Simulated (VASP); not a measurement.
A run of VASP 6.6.1 is set up as follows.

Contents of INCAR:

```
PREC = Accurate
ENCUT = 520
EDIFF = 1E-7
ISMEAR = 0
SIGMA = 0.15
LREAL = False
LASPH = True
NELM = 100
ALGO = Normal
ISIF = 2
LWAVE = False
LCHARG = False
GGA = PE
NBANDS = 24
```

File KPOINTS:

```
regular mesh
0
Gamma
  12 12 12
```

POSCAR

```
CoPdO2
1.0
    1.4310570750      0.8262211875      5.9455726759
   -1.4310570750      0.8262211875      5.9455726759
    0.0000000000     -1.6524423749      5.9455726759
Co Pd O
1 1 2
Direct
    0.5000000000      0.5000000000      0.5000000000
    0.0000000000      0.0000000000      0.0000000000
    0.1128397895      0.1128397895      0.1128397895
    0.8871602105      0.8871602105      0.8871602105
```

Potentials or basis: VASP PAW PBE potentials, release 64 (Co, Pd, O).

The run is started by

```sh
$ cat potpaw_PBE.64/Co/POTCAR potpaw_PBE.64/Pd/POTCAR potpaw_PBE.64/O/POTCAR > POTCAR
$ mpirun -np 1 vasp_std > vasp.out
```

Task: What does it give for the band gap on the k mesh?

Result: Zero (an odd number of electrons rules out a gap without spin polarisation).

Task: What does it give for the pressure?

Result: 0.2 GPa.

Stress tensor (GPa, compression positive):
```
0.12 0.00 0.00
0.00 0.12 0.00
0.00 0.00 0.39
```

Caveat: an odd number of electrons without spin polarisation forces a metal; a magnetic or distorted state may lie lower; the run has no spin polarisation, though such a crystal can be magnetic; semilocal functionals often make such compounds metallic where correlation or magnetic order opens a gap, which also shifts bond lengths. Spin polarisation is off, so any magnetic state and its effect on volume and gap are missing.
